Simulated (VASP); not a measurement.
ScSi, 4 atoms in the cell. Symmetry: Cmcm, No. 63, orthorhombic system. Conventional cell: a = 3.994 Å, b = 9.907 Å, c = 3.667 Å, α = 90.00°, β = 90.00°, γ = 90.00°. Within 3.7 Å of Sc (site symmetry m2m) lie 7 Si at 2.77 to 2.95 Å and 8 Sc at 3.31 to 3.67 Å. Si (site symmetry m2m) has 2 Si at 2.43 Å and 7 Sc at 2.77 to 2.95 Å within 3.2 Å. 

* Program: VASP 6.6.1
* Task: electric field gradients
* Functional: LDA
* Potentials or basis: VASP PAW LDA potentials, release 64 (Sc_sv, Si)
* Cutoff: 520 eV
* k mesh: 9 × 9 × 9
* Occupations: fermi-dirac, width 0.03 eV
* Spin: no spin polarisation
* Dipole correction: no
* Further INCAR settings: ALGO = Normal; EDIFF = 1e-08; NBANDS = 23

Potentials or basis: VASP PAW LDA potentials, release 64 (Sc_sv, Si).

Launch:

```bash
$ cat potpaw_LDA.64/Sc_sv/POTCAR potpaw_LDA.64/Si/POTCAR > POTCAR
$ mpirun -np 1 vasp_std > vasp.out
```

Hardware: 1 thread of Intel(R) Xeon(R) Platinum 8259CL CPU @ 2.50GHz (Skylake/Cascade Lake) (shared host).

Q: Estimate the wall time of this run.

A: Run time: 3.9 min on 1 thread of Intel(R) Xeon(R) Platinum 8259CL CPU @ 2.50GHz (Skylake/Cascade Lake), with other jobs on the host, peak memory 0.3 GiB. Counts: scf iterations 15, k points 125.
